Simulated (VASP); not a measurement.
InPd: single point with r2SCAN

InPd:

```
In Pd
1.0
     3.31494    0.00000    0.00000
     0.00000    3.31494    0.00000
     0.00000    0.00000    3.31494
In Pd
1 1
Direct
  0.00000 0.00000 0.00000
  0.50000 0.50000 0.50000
```

```json
{
 "Program": "VASP 6.6.1",
 "Task": "single point",
 "Functional": "r2SCAN",
 "Potentials or basis": "VASP PAW PBE potentials, release 64 (In_d, Pd)",
 "Cutoff": "520 eV",
 "k mesh": "8 × 8 × 8",
 "Occupations": "fermi-dirac, width 0.05 eV",
 "Spin": "no spin polarisation"
}
```

```
Pressure : -4.8 GPa
```

Levels at points of the mesh, in eV from the Fermi level:
```csv
k point,band 8,band 9,band 10,band 11,band 12,band 13,band 14,band 15,band 16,band 17
"(0.00, 0.00, 0.00)",-3.72,-2.20,-2.20,-2.20,4.52,4.52,4.52,9.69,10.71,10.71
"(0.50, 0.00, 0.00)",-3.67,-3.15,-3.15,-2.26,-1.06,9.83,9.83,10.14,11.04,11.04
"(0.50, 0.50, 0.00)",-2.61,-2.61,-2.19,-2.19,-1.65,1.52,2.58,9.89,11.92,11.92
"(0.50, 0.50, 0.50)",-4.76,-1.62,-1.62,0.15,4.00,4.00,4.00,4.51,4.51,4.51
```

Wall time 77 s on 1 thread of Intel(R) Xeon(R) Platinum 8488C (Sapphire Rapids) (shared host), peak memory 0.17 GiB.

Caveat: the PAW data sets were made with another functional, which shifts forces and pressure a little; spin-orbit coupling is left out, which moves the levels of the heavy elements.
